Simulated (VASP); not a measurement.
# BN (F-43m) in VASP: a series of runs, part 2 of 2

VASP 6.6.1. The steps go on from the part before.

### Step 3. Single point, PBEsol

This run uses another cell than the first one, of 5.79 Å³/atom, 0.992 times its volume.

Input file INCAR:

```
ALGO = Normal
EDIFF = 1E-7
ENCUT = 520
GGA = PS
ISIF = 2
ISMEAR = -1
LASPH = True
LCHARG = False
LREAL = False
LWAVE = False
NBANDS = 11
NELM = 60
PREC = Accurate
SIGMA = 0.05
```

Input file KPOINTS:

```
k-points
0
Gamma
  13 13 13
```

Input file POSCAR:

```
BN
1.0
    0.0000000000      1.7952452609      1.7952452609
    1.7952452609      0.0000000000      1.7952452609
    1.7952452609      1.7952452609      0.0000000000
N B
1 1
Direct
    0.2500000000      0.2500000000      0.2500000000
    0.0000000000      0.0000000000      0.0000000000
```

Potentials or basis: VASP PAW PBE potentials, release 64 (N, B).

Started as:

```console
> cat potpaw_PBE.64/N/POTCAR potpaw_PBE.64/B/POTCAR > POTCAR
> mpirun -np 1 vasp_std > vasp.out
```

OUTCAR:

```text
EDIFF = 1E-7
   ENCUT = 520
   GGA = PS
   ISIF = 2
   ISMEAR = -1
   LASPH = True
   LREAL = False
   NELM = 60
   PREC = Accurate

 ion  position               nearest neighbor table
   1  0.250  0.250  0.250-   2 1.55   2 1.55   2 1.55   2 1.55
   2  0.000  0.000  0.000-   1 1.55   1 1.55   1 1.55   1 1.55

  LATTYP: Found a face centered cubic cell.
 ALAT       =     3.5904905218

  Lattice vectors:

 A1 = (   0.0000000000,   1.7952452609,   1.7952452609)
 A2 = (   1.7952452609,   0.0000000000,   1.7952452609)
 A3 = (   1.7952452609,   1.7952452609,   0.0000000000)

Analysis of symmetry for initial positions (statically):
=====================================================================
 Subroutine PRICEL returns:
 Original cell was already a primitive cell.

 Routine SETGRP: Setting up the symmetry group for a
 face centered cubic supercell.

 Subroutine GETGRP returns: Found 24 space group operations
 (whereof 24 operations were pure point group operations)
 out of a pool of 48 trial point group operations.

The static configuration has the point symmetry T_d .

Analysis of symmetry for dynamics (positions and initial velocities):
=====================================================================
 Subroutine PRICEL returns:
 Original cell was already a primitive cell.

 Routine SETGRP: Setting up the symmetry group for a
 face centered cubic supercell.

 Subroutine GETGRP returns: Found 24 space group operations
 (whereof 24 operations were pure point group operations)
 out of a pool of 48 trial point group operations.

The dynamic configuration has the point symmetry T_d .

 Subroutine INISYM returns: Found 24 space group operations
 (whereof 24 operations are pure point group operations),
 and found     1 'primitive' translations

----------------------------------------------------------------------------------------
[... 117 lines left out ...]
   LORBIT       =      0    0 simple, 1 ext, 2 COOP (PROOUT), +10 PAW based schemes
   GGA     = PS    functional components
   LHFCALC =     F    Hartree Fock is set to
   AEXX    =    0.0000 exact exchange contribution
   IVDW    =     0    specifies the selected vdW correction
   LEPSILON=     F    determine dielectric tensor
   LRPA    =     F    only Hartree local field effects (RPA)
 non-spin polarized calculation
  energy-cutoff  :      520.00
  volume of cell :       11.57
 maximum number of plane-waves:       331
   NGX =  9   NGY =  9   NGZ =  9

 number of electron       7.9999998 magnetization

 Free energy of the ion-electron system (eV)
  ---------------------------------------------------
  ext. energy  EPLUGINS =         0.00000000
  ---------------------------------------------------
  free energy    TOTEN  =       -18.34373675 eV

  energy without entropy =      -18.34373675  energy(sigma->0) =      -18.34373675

 E-fermi :   8.6800     XC(G=0): -13.1161

 val. band max:        7.6162943303   @ k =   0.0000   0.0000   0.0000
 cond. band min:      11.9918656134   @ k =   0.4615   0.4615   0.0000
 fundamental gap:      4.3755712831
 Fermi energy:         8.6799821149

 k-point     1 :       0.0000    0.0000    0.0000
  band No.  band energies     occupation
      1     -12.8713      2.00000
      2       7.6163      2.00000
      3       7.6163      2.00000
      4       7.6163      2.00000
      5      16.4737      0.00000
      6      16.4737      0.00000
      7      16.4737      0.00000
      8      18.2151      0.00000
      9      32.5105      0.00000
     10      35.5574      0.00000
     11      35.5574      0.00000
[... 309 lines left out ...]
 k-point    24 :       0.4615    0.1538    0.0000
  band No.  band energies     occupation
      1      -8.7713      2.00000
      2      -1.8725      2.00000
      3       4.2823      2.00000
      4       4.7074      2.00000
      5      16.4917      0.00000
      6      19.9242      0.00000
      7      20.2292      0.00000
      8      22.4246      0.00000
      9      28.5248      0.00000
     10      34.1401      0.00000
     11      35.8270      0.00000

 [... further k-points ...]

------------------------ aborting loop because EDIFF is reached ----------------------------------------

  FORCE on cell =-STRESS in cart. coord.  units (eV):
  Direction    XX          YY          ZZ          XY          YZ          ZX
  --------------------------------------------------------------------------------------
  -------------------------------------------------------------------------------------
  Total        0.4094924      0.4094924      0.4094924      0.0000000      0.0000000     -0.0000000
  in kB       56.6963452     56.6963452     56.6963452      0.0000000      0.0000000     -0.0000000
  external PRESSURE =      56.6963452 kB  Pullay stress =       0.0000000 kB

 VOLUME and BASIS-vectors are now :
 -----------------------------------------------------------------------------
  energy-cutoff  :      520.00
  volume of cell :       11.57
      direct lattice vectors                 reciprocal lattice vectors
     0.000000000  1.795245261  1.795245261    -0.278513477  0.278513477  0.278513477
     1.795245261  0.000000000  1.795245261     0.278513477 -0.278513477  0.278513477
     1.795245261  1.795245261  0.000000000     0.278513477  0.278513477 -0.278513477

 POSITION                                       TOTAL-FORCE (eV/Angst)
 -----------------------------------------------------------------------------------
      0.89762      0.89762      0.89762        -0.000000     -0.000000     -0.000000
      0.00000      0.00000      0.00000         0.000000      0.000000      0.000000
 -----------------------------------------------------------------------------------
    total drift:                                0.000000      0.000000      0.000000

  FREE ENERGIE OF THE ION-ELECTRON SYSTEM (eV)
  ---------------------------------------------------
  free  energy   TOTEN  =       -18.3437367545 eV

  energy  without entropy=      -18.3437367545  energy(sigma->0) =      -18.34373675
```

stdout:

```text
POSCAR found type information on POSCAR N B
 POSCAR found :  2 types and       2 ions
 scaLAPACK will be used
 -----------------------------------------------------------------------------
|                                                                             |
|                                                                             |
|     You enforced a specific xc type in the INCAR file but a different       |
|     I HOPE YOU KNOW WHAT YOU ARE DOING!                                     |
|                                                                             |
 -----------------------------------------------------------------------------

 LDA part: xc-table for (Slater+PW92), standard interpolation
 POSCAR, INCAR and KPOINTS ok, starting setup
 FFT: planning ... GRIDC
 FFT: planning ... GRID_SOFT
 FFT: planning ... GRID
 WAVECAR not read
 entering main loop
```

Wall time 17 s (1 thread of AMD EPYC 7R13, shared host); peak memory 0.09 GiB.

Results:

| Property | Result |
| --- | --- |
| Free energy | -18.3437 eV |
| Pressure | 5.7 GPa |
| Band gap on the k mesh | 4.38 eV, indirect (least direct gap 8.86 eV) |

Caveat: the PAW data sets were made with another functional, which shifts forces and pressure a little. A k mesh can miss the band edges.

### Step 4. Single point, PBEsol

This run uses another cell than the first one, of 5.72 Å³/atom, 0.981 times its volume.

Input file INCAR:

```
ALGO = Normal
EDIFF = 1E-6
ENCUT = 520
GGA = PS
ISIF = 2
ISMEAR = -1
LASPH = T
LCHARG = F
LREAL = F
LWAVE = F
NBANDS = 11
NELM = 60
PREC = Accurate
SIGMA = 0.05
```

KPOINTS is that of step 3.

Input file POSCAR:

```
BN
1.0
    0.0000000000      1.7880197615      1.7880197615
    1.7880197615      0.0000000000      1.7880197615
    1.7880197615      1.7880197615      0.0000000000
N B
1 1
Direct
    0.2500000000      0.2500000000      0.2500000000
    0.0000000000      0.0000000000      0.0000000000
```

Started as:

```console
> cat potpaw_PBE.64/N/POTCAR potpaw_PBE.64/B/POTCAR > POTCAR
> mpirun -np 1 vasp_std > vasp.out
```

Run time: 17 s. Hardware: 1 thread of AMD EPYC 7R13, shared host; peak memory 0.09 GiB.

It converged, with:

```
Free energy            : -18.3364 eV
Pressure               : 10.7 GPa
Band gap on the k mesh : 4.39 eV, indirect (least direct gap 8.91 eV)
```

Levels at points of the mesh, in eV from the valence-band top:
```csv
k point,band 2,band 3,band 4,band 5,band 6,band 7
"(0.00, 0.00, 0.00)",0.00,0.00,0.00,8.91,8.91,8.91
```

Caveat: the PAW data sets were made with another functional, which shifts forces and pressure a little. A k mesh can miss the band edges.

### Step 5. Single point, PBEsol

This run uses another cell than the first one, of 5.59 Å³/atom, 0.958 times its volume.

Input file INCAR:

```
SYSTEM = BN
  PREC = Accurate
  ENCUT = 520
  EDIFF = 1E-6
  ISMEAR = -1
  SIGMA = 0.05
  LREAL = .FALSE.
  LASPH = .TRUE.
  NELM = 100
  ALGO = Normal
  ISIF = 2
  LWAVE = .FALSE.
  LCHARG = .FALSE.
  GGA = PS
  NBANDS = 11
```

Input file KPOINTS:

```
regular mesh
0
G
  13 13 13
  0 0 0
```

Input file POSCAR:

```
BN
1.0
    0.0000000000      1.7744928759      1.7744928759
    1.7744928759      0.0000000000      1.7744928759
    1.7744928759      1.7744928759      0.0000000000
N B
1 1
Direct
    0.2500000000      0.2500000000      0.2500000000
    0.0000000000      0.0000000000      0.0000000000
```

Started as:

```console
> cat potpaw_PBE.64/N/POTCAR potpaw_PBE.64/B/POTCAR > POTCAR
> mpirun -np 1 vasp_std > vasp.out
```

It took 15 s on 1 thread of AMD EPYC 7R13, shared host; peak memory 0.09 GiB.

It converged, with:

- Free energy: -18.3107 eV
- Pressure: 20.8 GPa
- Band gap on the k mesh: 4.41 eV, indirect (least direct gap 9.02 eV)

Levels at points of the mesh, in eV from the valence-band top:
```tsv
k point	band 1	band 2	band 3	band 4	band 5	band 6	band 7	band 8
(0.00, 0.00, 0.00)	-20.90	0.00	0.00	0.00	9.02	9.02	9.02	11.17
```

Caveat: the PAW data sets were made with another functional, which shifts forces and pressure a little.

### Step 6. Summary

| cell | gap on the mesh (eV) | pressure (GPa) |
| --- | --- | --- |
| a = 2.545 Å, angles 60.0°, 2 atoms | 4.37 | 2.6 |
| a = 2.539 Å, angles 60.0°, 2 atoms | 4.38 | 5.7 |
| a = 2.529 Å, angles 60.0°, 2 atoms | 4.39 | 10.7 |
| a = 2.510 Å, angles 60.0°, 2 atoms | 4.41 | 20.8 |

Alike in all rows: task single point; level PBEsol; potentials or basis VASP PAW PBE potentials, release 64 (N, B); no spin polarisation; k mesh 13 × 13 × 13; cutoff (eV) 520; smearing fermi-dirac 0.05 eV.

Caveats: the PAW data sets were made with another functional, which shifts forces and pressure a little.

Absolute energies hang on the potentials; compare differences alone.
